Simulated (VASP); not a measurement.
Set up this calculation in VASP 6.6.1, as the native input.

```
Task                   : single point
Functional             : PBE
Potentials or basis    : VASP PAW PBE potentials, release 64 (Pt)
Cutoff                 : 520 eV
k mesh                 : 18 × 18 × 10
Occupations            : gaussian, width 0.15 eV
Spin                   : no spin polarisation
Dipole correction      : no
Further INCAR settings : ALGO = Fast; EDIFF = 1e-06; NBANDS = 17
```

The structure of Pt lies in POSCAR:

```
Pt
1.0
    2.8275031057      0.0000000000      0.0000000000
   -1.4137515529      2.4486895188      0.0000000000
    0.0000000000      0.0000000000      4.9009175713
Pt
2
Direct
    0.6316843886      0.3333333333      0.7500000000
    0.3683156114      0.6666666667      0.2500000000
```

The input as run:

INCAR

```
PREC = Accurate
ENCUT = 520
EDIFF = 1E-6
ISMEAR = 0
SIGMA = 0.15
LREAL = F
LASPH = T
NELM = 100
ALGO = Fast
ISIF = 2
LWAVE = F
LCHARG = F
GGA = PE
NBANDS = 17
```

KPOINTS

```
regular mesh
0
Gamma
  18 18 10
```

Potentials or basis: VASP PAW PBE potentials, release 64 (Pt).

Run with:

```bash
$ cat potpaw_PBE.64/Pt/POTCAR > POTCAR
$ mpirun -np 1 vasp_std > vasp.out
```

It gave:

```yaml
Pressure: -14.7 GPa
Largest_force: 0.090 eV/Å
Band_gap_on_the_k_mesh: zero (band 10 reaches 9.58 eV, above the bottom of band 11 at 8.46 eV)
```

Caveat: spin-orbit coupling is left out, which moves the levels of the heavy elements.

It took 3.5 min on 1 thread of Intel(R) Xeon(R) 6975P-C (Granite Rapids) (shared host), peak memory 0.54 GiB.
